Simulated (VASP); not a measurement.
Input of a VASP 6.6.1 run:

The input INCAR:

```
SYSTEM = V
PREC     = Accurate       ! precision mode
ENCUT    = 520            ! plane-wave cutoff, eV
EDIFF    = 1E-6           ! SCF threshold, eV
ISMEAR   = -1             ! smearing method
SIGMA    = 0.1            ! smearing width, eV
LREAL    = .False.        ! projectors in reciprocal space
LASPH    = .True.         ! aspherical terms in the spheres
NELM     = 60             ! most SCF steps
ALGO     = Normal         ! electronic algorithm
ISIF     = 2              ! what is computed and relaxed
LWAVE    = .False.        ! write WAVECAR
LCHARG   = .True.         ! write CHGCAR
GGA      = RE             ! functional
LELF     = .True.         ! ELF
LVHAR    = .True.       
NBANDS   = 12             ! bands
```

The input KPOINTS:

```
Automatic mesh
0
Gamma
  16 16 16
  0 0 0
```

The input POSCAR:

```
V
1.0
    0.0000000000      1.9203659142      1.9203659142
    1.9203659142      0.0000000000      1.9203659142
    1.9203659142      1.9203659142      0.0000000000
V
1
Direct
    0.0000000000      0.0000000000      0.0000000000
```

Potentials or basis: VASP PAW PBE potentials, release 64 (V_sv).

The run is started by

```bash
$ cat potpaw_PBE.64/V_sv/POTCAR > POTCAR
$ mpirun -np 1 vasp_std > vasp.out
```

Q: What does it give for the pressure?

A: 0.2 GPa.

Caveat: the PAW data sets were made with another functional, which shifts forces and pressure a little.
